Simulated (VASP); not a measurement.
# AlN (wurtzite type) (P6_3mc) in VASP: a series of runs

The runs below take AlN (wurtzite type) through relaxation of shape and atoms at fixed volume, relaxation of cell and atoms, with PBE.

All numbers are computed with VASP 6.6.1; they aren't measurements. Logs are shortened: lines on timing, memory, paths and dates and some standing lists are left out, and cuts for length are marked.

### 1 The cell of the first run

The structure is hexagonal, space group P6_3mc (No. 186). The conventional cell has a = 3.000 Å, b = 3.000 Å, c = 4.809 Å, α = 90.00°, β = 90.00°, γ = 120.00°. Within 2.4 Å of Al (site symmetry 3m) lie 4 N at 1.82 to 1.83 Å. N (site symmetry 3m) has 4 Al at 1.82 to 1.83 Å within 2.4 Å.

### 2 Relaxation of shape and atoms at fixed volume, PBE

INCAR

```
ALGO = Normal
EDIFF = 1E-7
EDIFFG = -0.005
ENCUT = 600
GGA = PE
IBRION = 2
ISIF = 4
ISMEAR = -1
LASPH = True
LCHARG = False
LREAL = False
LWAVE = False
NELM = 100
NSW = 50
PREC = Accurate
SIGMA = 0.05
```

KPOINTS

```
k-points
0
Gamma
  13 13 7
```

POSCAR

```
AlN
1.0
    2.9995861881      0.0000000000      0.0000000000
   -1.4997930941      2.5977178398      0.0000000000
    0.0000000000      0.0000000000      4.8087713793
Al N
2 2
Direct
    0.3333333333      0.6666666667     -0.0027598285
    0.6666666667      0.3333333333      0.4972401715
    0.3333333333      0.6666666667      0.3787598285
    0.6666666667      0.3333333333      0.8787598285
```

Potentials or basis: VASP PAW PBE potentials, release 64 (Al, N).

Command:

```
> cat potpaw_PBE.64/Al/POTCAR potpaw_PBE.64/N/POTCAR > POTCAR
> mpirun -np 1 vasp_std > vasp.out
```

OUTCAR:

```text
EDIFF = 1E-7
   EDIFFG = -0.005
   ENCUT = 600
   GGA = PE
   IBRION = 2
   ISIF = 4
   ISMEAR = -1
   LASPH = True
   LREAL = False
   NELM = 100
   NSW = 50
   PREC = Accurate

 ion  position               nearest neighbor table
   1  0.333  0.667  0.997-   4 1.82   4 1.82   4 1.82   3 1.83   2 2.96   2 2.96   2 2.96   2 2.96
                             2 2.96   2 2.96
   2  0.667  0.333  0.497-   3 1.82   3 1.82   3 1.82   4 1.83   1 2.96   1 2.96   1 2.96   1 2.96
                             1 2.96   1 2.96
   3  0.333  0.667  0.379-   2 1.82   2 1.82   2 1.82   1 1.83
   4  0.667  0.333  0.879-   1 1.82   1 1.82   1 1.82   2 1.83

  LATTYP: Found a hexagonal cell.
 ALAT       =     2.9995861881
 C/A-ratio  =     1.6031449266

  Lattice vectors:

 A1 = (   2.9995861881,   0.0000000000,   0.0000000000)
 A2 = (  -1.4997930941,   2.5977178398,   0.0000000000)
 A3 = (   0.0000000000,   0.0000000000,   4.8087713793)

Analysis of symmetry for initial positions (statically):
=====================================================================
 Subroutine PRICEL returns:
 Original cell was already a primitive cell.

 Routine SETGRP: Setting up the symmetry group for a
 hexagonal supercell.

 Subroutine GETGRP returns: Found 12 space group operations
 (whereof  6 operations were pure point group operations)
 out of a pool of 24 trial point group operations.

The static configuration has the point symmetry C_3v.
 The point group associated with its full space group is C_6v.

Analysis of symmetry for dynamics (positions and initial velocities):
=====================================================================
 Subroutine PRICEL returns:
 Original cell was already a primitive cell.

 Routine SETGRP: Setting up the symmetry group for a
 hexagonal supercell.

 Subroutine GETGRP returns: Found 12 space group operations
 (whereof  6 operations were pure point group operations)
 out of a pool of 24 trial point group operations.

The dynamic configuration has the point symmetry C_3v.
 The point group associated with its full space group is C_6v.

 Subroutine INISYM returns: Found 12 space group operations
 (whereof  6 operations are pure point group operations),
 and found     1 'primitive' translations

----------------------------------------------------------------------------------------
[... 110 lines left out ...]
   EMIN   =  10.00;   EMAX   =-10.00  energy-range for DOS
   EFERMI =   0.00;   METHOD = LEGACY
   ISMEAR =    -1;   SIGMA  =   0.05  broadening in eV -4-tet -1-fermi 0-gaus
   EFERMI_NEDOS =   21; number of points for ismear=-14 and -15
   IALGO  =     38    algorithm
   IMIX   =      4    mixing-type and parameters
     AMIX     =   0.40;   BMIX     =  1.00
     AMIX_MAG =   1.60;   BMIX_MAG =  1.00
  volume/ion in A,a.u.               =       9.37        63.22
  Fermi-wavevector in a.u.,A,eV,Ry     =   1.232780  2.329617 20.677416  1.519747
  Thomas-Fermi vector in A             =   2.367537
   LORBIT       =      0    0 simple, 1 ext, 2 COOP (PROOUT), +10 PAW based schemes
   GGA     = PE    functional components
   LHFCALC =     F    Hartree Fock is set to
   AEXX    =    0.0000 exact exchange contribution
   IVDW    =     0    specifies the selected vdW correction
   LEPSILON=     F    determine dielectric tensor
   LRPA    =     F    only Hartree local field effects (RPA)
 conjugate gradient relaxation of ions
 non-spin polarized calculation
  energy-cutoff  :      600.00
  volume of cell :       37.47
 maximum number of plane-waves:      1275
 NGX is ok and might be reduce to    24
   NGX = 11   NGY = 11   NGZ = 19

--------------------------------------- Ionic step        1  -------------------------------------------

 number of electron      16.0000003 magnetization

 Free energy of the ion-electron system (eV)
  ---------------------------------------------------
  ext. energy  EPLUGINS =         0.00000000
  ---------------------------------------------------
  free energy    TOTEN  =       -29.33226792 eV

  energy without entropy =      -29.33226792  energy(sigma->0) =      -29.33226792

------------------------ aborting loop because EDIFF is reached ----------------------------------------

  FORCE on cell =-STRESS in cart. coord.  units (eV):
  Direction    XX          YY          ZZ          XY          YZ          ZX
  --------------------------------------------------------------------------------------
  -------------------------------------------------------------------------------------
  Total        7.5164658      7.5164658      7.0178721     -0.0000000     -0.0000000     -0.0000000
  in kB      321.3932996    321.3932996    300.0741455     -0.0000000     -0.0000000     -0.0000000
  external PRESSURE =     314.2869149 kB  Pullay stress =       0.0000000 kB
[... 139 lines left out ...]
--------------------------------------- Ionic step        5  -------------------------------------------

 number of electron      16.0000003 magnetization

 Free energy of the ion-electron system (eV)
  ---------------------------------------------------
  ext. energy  EPLUGINS =         0.00000000
  ---------------------------------------------------
  free energy    TOTEN  =       -29.33507722 eV

  energy without entropy =      -29.33507722  energy(sigma->0) =      -29.33507722

 E-fermi :   8.2810     XC(G=0): -11.3925

 val. band max:        7.3410798810   @ k =   0.0000   0.0000   0.0000
 cond. band min:      12.4562965954   @ k =   0.0000   0.0000   0.0000
 fundamental gap:      5.1152167143
 Fermi energy:         8.2810101219

 k-point     1 :       0.0000    0.0000    0.0000
  band No.  band energies     occupation
      1      -8.6241      2.00000
      2      -6.0741      2.00000
      3       0.7879      2.00000
      4       6.2663      2.00000
      5       6.2663      2.00000
      6       6.9707      2.00000
      7       6.9707      2.00000
      8       7.3411      2.00000
      9      12.4563      0.00000
     10      14.7979      0.00000
     11      18.8648      0.00000
     12      19.0891      0.00000
[... 331 lines left out ...]
 k-point    24 :       0.1538    0.0000    0.1429
  band No.  band energies     occupation
      1      -8.2034      2.00000
      2      -6.0675      2.00000
      3       1.4443      2.00000
      4       5.0243      2.00000
      5       5.6573      2.00000
      6       5.9364      2.00000
      7       6.8645      2.00000
      8       7.0137      2.00000
      9      13.6879      0.00000
     10      15.7891      0.00000
     11      17.1144      0.00000
     12      17.8014      0.00000

 [... further k-points ...]
[... 5 lines left out ...]
  --------------------------------------------------------------------------------------
  -------------------------------------------------------------------------------------
  Total        7.2976940      7.2976940      7.2756538     -0.0000000     -0.0000000      0.0000000
  in kB      312.0389302    312.0389303    311.0965212     -0.0000000     -0.0000000      0.0000000
  external PRESSURE =     311.7247939 kB  Pullay stress =       0.0000000 kB
[... 19 lines left out ...]
  FREE ENERGIE OF THE ION-ELECTRON SYSTEM (eV)
  ---------------------------------------------------
  free  energy   TOTEN  =       -29.3350772164 eV

  energy  without entropy=      -29.3350772164  energy(sigma->0) =      -29.33507722

 reached required accuracy - stopping structural energy minimisation
```

CONTCAR:

```text
AlN
   1.00000000000000
     3.0110187081616981   -0.0000000000147713   -0.0000000000000000
    -1.5055093541438318    2.6076186926433271   -0.0000000000000000
     0.0000000000000000   -0.0000000000000000    4.7723239102341166
  Al              N
     2     2
Direct
     0.3333333332999970    0.6666666667000030    0.9955107965369342
     0.6666666667000030    0.3333333332999970    0.4955107965369342
     0.3333333332999970    0.6666666667000030    0.3804892034630706
     0.6666666667000030    0.3333333332999970    0.8804892034630706

  0.00000000E+00  0.00000000E+00  0.00000000E+00
  0.00000000E+00  0.00000000E+00  0.00000000E+00
  0.00000000E+00  0.00000000E+00  0.00000000E+00
  0.00000000E+00  0.00000000E+00  0.00000000E+00
```

Run time: 2.6 min. Hardware: 1 thread of Intel Xeon 8259CL, shared host; peak memory 0.18 GiB.

Results:

| Property | Result |
| --- | --- |
| Free energy | -29.3351 eV |
| Energy gained by relaxing | 0.7 meV/atom |
| Ionic steps | 5 |
| Pressure after relaxing | 31.2 GPa |
| Band gap on the k mesh | 5.12 eV |

Stress tensor (GPa, compression positive):
```
31.20  0.00  0.00
 0.00 31.20  0.00
 0.00  0.00 31.11
```

The path:
```tsv
step	energy change (eV)	largest force (eV/Å)	pressure (GPa)	volume (Å³)
1	0.0000	0.0544	31.43	37.47
2	-0.0018	0.0832	31.32	37.47
3	-0.0021	0.1030	31.25	37.47
4	-0.0028	0.0082	31.17	37.47
5	-0.0028	0.0012	31.17	37.47
```

Final structure:
```
Al N
1.0
     3.01102    0.00000    0.00000
    -1.50551    2.60762    0.00000
     0.00000    0.00000    4.77232
Al N
2 2
Direct
  0.33333 0.66667 0.99551
  0.66667 0.33333 0.49551
  0.33333 0.66667 0.38049
  0.66667 0.33333 0.88049
```

Caveat: an odd mesh through Γ misses points on the zone boundary, where band edges can lie.

### 3 Relaxation of cell and atoms, PBE

This run uses another cell than the first one, of 10.00 Å³/atom.

INCAR

```
SYSTEM = AlN
  ALGO = Normal
  EDIFF = 1E-7
  EDIFFG = -0.005
  ENCUT = 600
  GGA = PE
  IBRION = 2
  ISIF = 3
  ISMEAR = -1
  LASPH = .TRUE.
  LCHARG = .FALSE.
  LREAL = .FALSE.
  LWAVE = .FALSE.
  NELM = 60
  NSW = 60
  PREC = Accurate
  SIGMA = 0.05
```

KPOINTS

```
k-points
0
G
  13 13 7
  0 0 0
```

POSCAR

```
AlN
1.0
    3.0486945782      0.0000000000      0.0000000000
   -1.5243472891      2.6402469531      0.0000000000
    0.0000000000      0.0000000000      4.9693721624
Al N
2 2
Direct
    0.3333333333      0.6666666667      0.0000000000
    0.6666666667      0.3333333333      0.5000000000
    0.3333333333      0.6666666667      0.3760000000
    0.6666666667      0.3333333333      0.8760000000
```

Potentials or basis: VASP PAW PBE potentials, release 64 (Al, N).

Command:

```
> cat potpaw_PBE.64/Al/POTCAR potpaw_PBE.64/N/POTCAR > POTCAR
> mpirun -np 1 vasp_std > vasp.out
```

OUTCAR:

```text
SYSTEM = AlN
   EDIFF = 1E-7
   EDIFFG = -0.005
   ENCUT = 600
   GGA = PE
   IBRION = 2
   ISIF = 3
   ISMEAR = -1
   LASPH = .TRUE.
   LREAL = .FALSE.
   NELM = 60
   NSW = 60
   PREC = Accurate

 ion  position               nearest neighbor table
   1  0.333  0.667  0.000-   4 1.86   4 1.86   4 1.86   3 1.87   2 3.04   2 3.04   2 3.04   2 3.04
                             2 3.04   2 3.04
   2  0.667  0.333  0.500-   3 1.86   3 1.86   3 1.86   4 1.87   1 3.04   1 3.04   1 3.04   1 3.04
                             1 3.04   1 3.04
   3  0.333  0.667  0.376-   2 1.86   2 1.86   2 1.86   1 1.87
   4  0.667  0.333  0.876-   1 1.86   1 1.86   1 1.86   2 1.87

  LATTYP: Found a hexagonal cell.
 ALAT       =     3.0486945782
 C/A-ratio  =     1.6300000000

  Lattice vectors:

 A1 = (   3.0486945782,   0.0000000000,   0.0000000000)
 A2 = (  -1.5243472891,   2.6402469531,   0.0000000000)
 A3 = (   0.0000000000,   0.0000000000,   4.9693721624)

Analysis of symmetry for initial positions (statically):
=====================================================================
 Subroutine PRICEL returns:
 Original cell was already a primitive cell.

 Routine SETGRP: Setting up the symmetry group for a
 hexagonal supercell.

 Subroutine GETGRP returns: Found 12 space group operations
 (whereof  6 operations were pure point group operations)
 out of a pool of 24 trial point group operations.

The static configuration has the point symmetry C_3v.
[... 177 lines left out ...]
  external PRESSURE =     135.1676970 kB  Pullay stress =       0.0000000 kB
[... 291 lines left out ...]
--------------------------------------- Ionic step        9  -------------------------------------------

 number of electron      15.9999998 magnetization

 Free energy of the ion-electron system (eV)
  ---------------------------------------------------
  ext. energy  EPLUGINS =         0.00000000
  ---------------------------------------------------
  free energy    TOTEN  =       -29.78054686 eV

  energy without entropy =      -29.78054686  energy(sigma->0) =      -29.78054686

 E-fermi :   6.9310     XC(G=0): -10.8348

 val. band max:        5.9808329473   @ k =   0.0000   0.0000   0.0000
 cond. band min:      10.0401362079   @ k =   0.0000   0.0000   0.0000
 fundamental gap:      4.0593032606
 Fermi energy:         6.9310396325

 k-point     1 :       0.0000    0.0000    0.0000
  band No.  band energies     occupation
      1      -9.0973      2.00000
      2      -7.0094      2.00000
      3       0.0672      2.00000
      4       5.1359      2.00000
      5       5.1359      2.00000
      6       5.7787      2.00000
      7       5.7787      2.00000
      8       5.9808      2.00000
      9      10.0401      0.00000
     10      12.5057      0.00000
     11      16.4511      0.00000
     12      17.0216      0.00000
[... 331 lines left out ...]
 k-point    24 :       0.1538    0.0000    0.1429
  band No.  band energies     occupation
      1      -8.7330      2.00000
      2      -6.9858      2.00000
      3       0.6442      2.00000
      4       3.9513      2.00000
      5       4.4548      2.00000
      6       4.8375      2.00000
      7       5.6605      2.00000
      8       5.7015      2.00000
      9      11.3699      0.00000
     10      13.5232      0.00000
     11      15.1055      0.00000
     12      15.7387      0.00000

 [... further k-points ...]
[... 5 lines left out ...]
  --------------------------------------------------------------------------------------
  -------------------------------------------------------------------------------------
  Total       -0.0007181     -0.0007181     -0.0011993      0.0000000      0.0000000      0.0000000
  in kB       -0.0270696     -0.0270696     -0.0452080      0.0000000      0.0000000      0.0000000
  external PRESSURE =      -0.0331157 kB  Pullay stress =       0.0000000 kB
[... 19 lines left out ...]
  FREE ENERGIE OF THE ION-ELECTRON SYSTEM (eV)
  ---------------------------------------------------
  free  energy   TOTEN  =       -29.7805468595 eV

  energy  without entropy=      -29.7805468595  energy(sigma->0) =      -29.78054686

 reached required accuracy - stopping structural energy minimisation
```

OSZICAR:

```text
N       E                     dE             d eps       ncg     rms          rms(c)
DAV:   1     0.598980262572E+02    0.59898E+02   -0.83469E+03  2016   0.135E+03
DAV:   2    -0.302436038849E+02   -0.90142E+02   -0.82981E+02  2996   0.254E+02
DAV:   3    -0.345619089283E+02   -0.43183E+01   -0.42950E+01  2656   0.589E+01
[... 72 lines left out ...]
       N       E                     dE             d eps       ncg     rms          rms(c)
DAV:   1    -0.297805681464E+02   -0.35837E-04   -0.77794E-04  2160   0.267E-01    0.307E-02
DAV:   2    -0.297805472214E+02    0.20925E-04   -0.68190E-05  2428   0.698E-02    0.875E-03
DAV:   3    -0.297805469283E+02    0.29312E-06   -0.44444E-06  2336   0.187E-02    0.306E-03
DAV:   4    -0.297805468595E+02    0.68789E-07   -0.36257E-07  2240   0.543E-03
   9 F= -.29780547E+02 E0= -.29780547E+02  d E =-.142295E-04
```

CONTCAR:

```text
AlN
   1.00000000000000
     3.1282655516446587    0.0000000000000000    0.0000000000000000
    -1.5641327758223293    2.7091574375068461   -0.0000000000000000
    -0.0000000000000000    0.0000000000000000    5.0152458856558377
  Al              N
     2     2
Direct
     0.3333333332999970    0.6666666667000030    0.9972414337459585
     0.6666666667000030    0.3333333332999970    0.4972414337459587
     0.3333333332999970    0.6666666667000030    0.3787585662540389
     0.6666666667000030    0.3333333332999970    0.8787585662540391

  0.00000000E+00  0.00000000E+00  0.00000000E+00
  0.00000000E+00  0.00000000E+00  0.00000000E+00
  0.00000000E+00  0.00000000E+00  0.00000000E+00
  0.00000000E+00  0.00000000E+00  0.00000000E+00
```

Wall time 5.1 min (1 thread of Intel Xeon 8259CL, shared host); peak memory 0.19 GiB.

Results:

```yaml
Free_energy: -29.7805 eV
Relaxed_volume: 10.63 Å³/atom
Relaxed_cell: a = 3.128 Å, b = 3.128 Å, c = 5.015 Å, α = 90.00°, β = 90.00°, γ = 120.00°
Space_group_after_relaxing_to_0.1_Å: P6_3mc (No. 186)
Energy_gained_by_relaxing: 27.7 meV/atom
Ionic_steps: 9
Pressure_after_relaxing: 0.0 GPa
Band_gap_on_the_k_mesh: 4.06 eV
```

The path:
```csv
step,energy change (eV),largest force (eV/Å),pressure (GPa),volume (Å³)
1,0.0000,0.1860,13.52,40.00
2,-0.0248,0.0404,-10.12,45.08
3,-0.1071,0.1065,-0.33,42.60
4,-0.1071,0.1080,-0.09,42.55
5,-0.1100,0.0528,0.04,42.51
6,-0.1109,0.0078,0.13,42.48
7,-0.1109,0.0056,0.14,42.48
8,-0.1109,0.0049,-0.14,42.53
9,-0.1109,0.0005,0.00,42.50
```

Final structure:
```
Al N
1.0
     3.12827    0.00000    0.00000
    -1.56413    2.70916    0.00000
     0.00000    0.00000    5.01525
Al N
2 2
Direct
  0.33333 0.66667 0.99724
  0.66667 0.33333 0.49724
  0.33333 0.66667 0.37876
  0.66667 0.33333 0.87876
```

Caveat: an odd mesh through Γ misses points on the zone boundary, where band edges can lie.

(Continued in part 2 of 2.)
